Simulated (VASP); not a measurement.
**SnO: single point with r2SCAN**

SnO:

```xyz
4
Lattice="3.8494 0.0000 0.0000 0.0000 3.8494 0.0000 0.0000 0.0000 4.8940" Properties=species:S:1:pos:R:3 pbc="T T T"
Sn    1.9247    0.0000    1.1633
Sn    0.0000    1.9247    3.7307
O     0.0000    0.0000    0.0000
O     1.9247    1.9247    0.0000
```

* Program: VASP 6.6.1
* Task: single point
* Functional: r2SCAN
* Potentials or basis: VASP PAW PBE potentials, release 64 (Sn_d, O_h)
* Cutoff: 1480 eV
* k mesh: 5 × 5 × 4
* Occupations: fermi-dirac, width 0.1 eV
* Spin: no spin polarisation
* Dipole correction: no
* Further INCAR settings: ALGO = Normal; EDIFF = 1e-06; NBANDS = 28

```json
{
 "Pressure": "-2.6 GPa",
 "Largest force": "0.457 eV/Å",
 "Band gap on the k mesh": "0.73 eV (least direct gap 2.37 eV)"
}
```

Forces in eV/Å, atoms in the order of the input:
```
Sn   0.000  0.000 -0.457
Sn   0.000  0.000  0.457
O    0.000  0.000  0.000
O    0.000  0.000  0.000
```

Stress tensor (GPa, compression positive):
```
-2.86  0.00  0.00
 0.00 -2.86  0.00
 0.00  0.00 -2.04
```

Levels at points of the mesh, in eV from the valence-band top:
| k point | band 17 | band 18 | band 19 | band 20 | band 21 | band 22 | band 23 | band 24 |
| --- | --- | --- | --- | --- | --- | --- | --- | --- |
| (0.00, 0.00, 0.00) | -3.61 | -3.31 | -3.31 | 0.00 | 2.37 | 4.67 | 4.87 | 4.87 |
| (0.00, 0.00, 0.50) | -3.32 | -3.32 | -3.16 | -2.32 | 2.04 | 3.20 | 3.20 | 3.81 |

Wall time 11 min on 1 thread of AMD EPYC 7R43 64-Core Processor (Zen 3), on a shared host, peak memory 0.44 GiB.

Caveat: semilocal functionals underestimate gaps, and a narrow one can read as zero; the PAW data sets were made with another functional, which shifts forces and pressure a little; spin-orbit coupling is left out, which moves the levels of the heavy elements. r2SCAN opens gaps a little over a GGA but as a rule still falls short of measured ones.
